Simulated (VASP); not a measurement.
# V (C2/c) in VASP: single point with PBE

Aim: the single point of V with PBE.

Program: VASP 6.6.1. These are calculated values, not measurements. Logs are shortened: lines on timing, memory, paths and dates and some standing lists are left out, and cuts for length are marked.

### Step 1. The cell of the first run

The typed cell holds 2 atoms: a = 2.701 Å, b = 2.701 Å, c = 4.506 Å, α = 96.70°, β = 96.70°, γ = 127.67°.

### Step 2. Single point, PBE, collinear spin, ferromagnetic start (12.54 Å³/atom)

Input file INCAR:

```
PREC = Accurate
ENCUT = 520
EDIFF = 1E-7
ISMEAR = -1
SIGMA = 0.05
LREAL = F
LASPH = T
NELM = 150
ALGO = Normal
ISIF = 2
LWAVE = F
LCHARG = F
ISPIN = 2
MAGMOM = 1 1
LORBIT = 11
LMAXMIX = 4
GGA = PE
NBANDS = 24
```

Input file KPOINTS:

```
Automatic mesh
0
Gamma
  16 16 8
```

Input file POSCAR:

```
V
1.0
   -1.7140253965      1.7137735798      1.1907893072
    1.7137735798     -1.7140253965      1.1907893072
    3.0725510378      3.0725510378     -1.1912505101
V
2
Direct
    0.9999121443      0.0000878557      1.0000000000
    0.7500878557      0.2499121443      0.5000000000
```

Potentials or basis: VASP PAW PBE potentials, release 64 (V_sv).

On the command line:

```
$ cat potpaw_PBE.64/V_sv/POTCAR > POTCAR
$ mpirun -np 1 vasp_std > vasp.out
```

OUTCAR:

```text
PREC = Accurate
   ENCUT = 520
   EDIFF = 1E-7
   ISMEAR = -1
   LREAL = F
   LASPH = T
   NELM = 150
   ISIF = 2
   ISPIN = 2
   LORBIT = 11
   GGA = PE

 ion  position               nearest neighbor table
   1  1.000  0.000  0.000-   2 2.56   2 2.56   2 2.56   2 2.56
   2  0.750  0.250  0.500-   1 2.56   1 2.56   1 2.56   1 2.56

  Warning from LATTYP: Got some problem with cell dimensions!
  Tried to take original basis but could not verify dimensions!
  LATTYP: Found a base centered monoclinic cell.
 ALAT       =     2.3815786410
 B/A-ratio  =     2.0354733276
 C/A-ratio  =     1.8915978398
 COS(beta)  =    -0.2640801980

  Lattice vectors:

 A1 = (   1.7140253965,  -1.7137735798,  -1.1907893072)
 A2 = (  -1.7137735798,   1.7140253965,  -1.1907893072)
 A3 = (   3.0722992211,   3.0722992211,   1.1903281043)

Analysis of symmetry for initial positions (statically):
=====================================================================
 Subroutine PRICEL returns:
 Original cell was already a primitive cell.

 Routine SETGRP: Setting up the symmetry group for a
 base centered monoclinic supercell.

 Subroutine GETGRP returns: Found  4 space group operations
 (whereof  2 operations were pure point group operations)
 out of a pool of  4 trial point group operations.

The static configuration has the point symmetry C_2 .
 The point group associated with its full space group is C_2h.

Analysis of symmetry for dynamics (positions and initial velocities):
=====================================================================
 Subroutine PRICEL returns:
 Original cell was already a primitive cell.

 Routine SETGRP: Setting up the symmetry group for a
 base centered monoclinic supercell.

 Subroutine GETGRP returns: Found  4 space group operations
 (whereof  2 operations were pure point group operations)
 out of a pool of  4 trial point group operations.

The dynamic configuration has the point symmetry C_2 .
 The point group associated with its full space group is C_2h.

Analysis of structural, dynamic, and magnetic symmetry:
=====================================================================
 Subroutine PRICEL returns:
 Original cell was already a primitive cell.

 Routine SETGRP: Setting up the symmetry group for a
 base centered monoclinic supercell.

 Subroutine GETGRP returns: Found  4 space group operations
 (whereof  2 operations were pure point group operations)
 out of a pool of  4 trial point group operations.

The overall configuration has the point symmetry C_2 .
[... 116 lines left out ...]
   EFERMI_NEDOS =   21; number of points for ismear=-14 and -15
   IALGO  =     38    algorithm
   IMIX   =      4    mixing-type and parameters
     AMIX     =   0.40;   BMIX     =  1.00
     AMIX_MAG =   1.60;   BMIX_MAG =  1.00
  volume/ion in A,a.u.               =      12.54        84.63
  Fermi-wavevector in a.u.,A,eV,Ry     =   1.656833  3.130961 37.349297  2.745096
  Thomas-Fermi vector in A             =   2.744690
   LORBIT       =     11    0 simple, 1 ext, 2 COOP (PROOUT), +10 PAW based schemes
   GGA     = PE    functional components
   LHFCALC =     F    Hartree Fock is set to
   AEXX    =    0.0000 exact exchange contribution
   IVDW    =     0    specifies the selected vdW correction
   LEPSILON=     F    determine dielectric tensor
   LRPA    =     F    only Hartree local field effects (RPA)
 spin polarized calculation
  energy-cutoff  :      520.00
  volume of cell :       25.08
 maximum number of plane-waves:       706
   NGX = 11   NGY = 11   NGZ = 17

 number of electron      26.0000014 magnetization       0.0000182

 number of electron      26.0000014 magnetization      -0.0000293

 Free energy of the ion-electron system (eV)
  ---------------------------------------------------
  ext. energy  EPLUGINS =         0.00000000
  ---------------------------------------------------
  free energy    TOTEN  =       -17.67259295 eV

  energy without entropy =      -17.65379891  energy(sigma->0) =      -17.66319593

 E-fermi :  10.8029     XC(G=0): -13.2823

 val. band max:       10.8008261658   @ k =   0.3750   0.3125   0.2500
 cond. band min:      10.8058781645   @ k =   0.3750   0.1875   0.3750
 fundamental gap:      0.0050519986
 Fermi energy:        10.8028635954

 spin component 1

 k-point     1 :       0.0000    0.0000    0.0000
  band No.  band energies     occupation
      1     -53.0192      1.00000
      2     -52.7952      1.00000
      3     -27.3317      1.00000
      4     -26.4761      1.00000
      5     -26.2664      1.00000
      6     -26.2525      1.00000
[... 637 lines left out ...]
     23      30.0441      0.00000
     24      32.0278      0.00000

 [... further k-points ...]

 spin component 2

 k-point     1 :       0.0000    0.0000    0.0000
  band No.  band energies     occupation
      1     -53.0192      1.00000
      2     -52.7952      1.00000
      3     -27.3317      1.00000
      4     -26.4761      1.00000
      5     -26.2664      1.00000
      6     -26.2525      1.00000
[... 637 lines left out ...]
     23      30.0441      0.00000
     24      32.0278      0.00000

 [... further k-points ...]
[... 5 lines left out ...]
  --------------------------------------------------------------------------------------
  -------------------------------------------------------------------------------------
  Total        2.7397869      2.7397869      2.7865100      0.0036083      0.0072621      0.0072621
  in kB      175.0111827    175.0111827    177.9957438      0.2304878      0.4638843      0.4638835
  external PRESSURE =     176.0060364 kB  Pullay stress =       0.0000000 kB

 VOLUME and BASIS-vectors are now :
 -----------------------------------------------------------------------------
  energy-cutoff  :      520.00
  volume of cell :       25.08
      direct lattice vectors                 reciprocal lattice vectors
    -1.714025397  1.713773580  1.190789307    -0.064465733  0.227266661  0.419906775
     1.713773580 -1.714025397  1.190789307     0.227266661 -0.064465733  0.419906775
     3.072551038  3.072551038 -1.191250510     0.162737898  0.162737898  0.000034414

 POSITION                                       TOTAL-FORCE (eV/Angst)
 -----------------------------------------------------------------------------------
     -1.71372      1.71347      1.19079        -0.000672      0.000672      0.000000
      0.67890      2.39340      0.59516         0.000672     -0.000672     -0.000000
 -----------------------------------------------------------------------------------
    total drift:                               -0.000000      0.000000     -0.000000

  FREE ENERGIE OF THE ION-ELECTRON SYSTEM (eV)
  ---------------------------------------------------
  free  energy   TOTEN  =       -17.6725929458 eV

  energy  without entropy=      -17.6537989145  energy(sigma->0) =      -17.66319593

 total charge

# of ion       s       p       d       tot
------------------------------------------
    1        2.365   6.245   3.200  11.810
    2        2.365   6.245   3.200  11.810
--------------------------------------------------
tot          4.730  12.490   6.399  23.619

 magnetization (x)

# of ion       s       p       d       tot
------------------------------------------
    1       -0.000  -0.000  -0.000  -0.000
    2       -0.000  -0.000  -0.000  -0.000
--------------------------------------------------
tot         -0.000  -0.000  -0.000  -0.000
```

OSZICAR:

```text
N       E                     dE             d eps       ncg     rms          rms(c)
DAV:   1     0.289841982430E+03    0.28984E+03   -0.14385E+04 53216   0.128E+03
DAV:   2    -0.119327500796E+02   -0.30177E+03   -0.29177E+03 54304   0.414E+02
DAV:   3    -0.196644837574E+02   -0.77317E+01   -0.77078E+01 60504   0.779E+01
DAV:   4    -0.197136717614E+02   -0.49188E-01   -0.49186E-01 60464   0.662E+00
DAV:   5    -0.197143612571E+02   -0.68950E-03   -0.68949E-03 61288   0.720E-01    0.292E+01
DAV:   6    -0.176644923050E+02    0.20499E+01   -0.52204E+00 57712   0.261E+01    0.481E+00
DAV:   7    -0.176773144485E+02   -0.12822E-01   -0.18941E-01 62256   0.379E+00    0.333E+00
DAV:   8    -0.176783947249E+02   -0.10803E-02   -0.79017E-03 57056   0.844E-01    0.146E+00
DAV:   9    -0.176722109236E+02    0.61838E-02   -0.53714E-03 65240   0.723E-01    0.451E-01
DAV:  10    -0.176724900603E+02   -0.27914E-03   -0.87422E-04 58232   0.304E-01    0.102E-01
DAV:  11    -0.176725869144E+02   -0.96854E-04   -0.61034E-05 59432   0.882E-02    0.362E-02
DAV:  12    -0.176725955324E+02   -0.86181E-05   -0.11490E-05 61560   0.286E-02    0.111E-02
DAV:  13    -0.176725950917E+02    0.44075E-06   -0.69116E-07 58112   0.697E-03    0.627E-03
DAV:  14    -0.176725930856E+02    0.20061E-05   -0.29850E-07 49088   0.422E-03    0.973E-04
DAV:  15    -0.176725929495E+02    0.13607E-06   -0.21789E-08 28272   0.143E-03    0.426E-04
DAV:  16    -0.176725929458E+02    0.37012E-08   -0.24026E-09 27392   0.503E-04
   1 F= -.17672593E+02 E0= -.17663196E+02  d E =-.187940E-01  mag=    -0.0000
```

Wall time 17 min (1 thread of Oxide Virtual Turin-like, shared host); peak memory 0.48 GiB.

What came out:

```
Free energy                                           : -17.6726 eV
Pressure                                              : 17.6 GPa
Band gap on the k mesh                                : zero (filled and empty bands overlap)
Net moment                                            : 0.00 μB per cell
Valence electrons inside the program's atomic spheres : V 11.81
```

Caveat: the cell stands under pressure.
